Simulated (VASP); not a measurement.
Crystal: BN.

```
B N
1.0
     2.54395    0.00000    0.00000
    -1.27197    2.20313    0.00000
     0.00000    0.00000    4.20782
B N
2 2
Direct
  0.33333 0.66667 0.00020
  0.66667 0.33333 0.50020
  0.33333 0.66667 0.37480
  0.66667 0.33333 0.87480
```

Base run:

```yaml
Program: VASP 6.6.1
Functional: r2SCAN
Potentials_or_basis: VASP PAW PBE potentials, release 64 (B, N)
Cutoff: 520 eV
k_mesh: 12 × 12 × 6
Occupations: gaussian, width 0.01 eV
Spin: no spin polarisation
```

Its results: band gap on the k mesh 5.72 eV, indirect (least direct gap 8.98 eV); pressure 1.1 GPa.

Task: The run is repeated on the same cell with these changes: functional from r2SCAN to PBE. What comes out?

Result: Band gap on the k mesh 5.19 eV, indirect (least direct gap 8.30 eV); pressure 4.9 GPa.

r2SCAN gives the wider gap, since meta-GGAs in the generalised Kohn-Sham scheme recover part of the derivative discontinuity.

Caveats: the PAW data sets were made with another functional, which shifts forces and pressure a little (some runs).

A k mesh can miss the band edges.
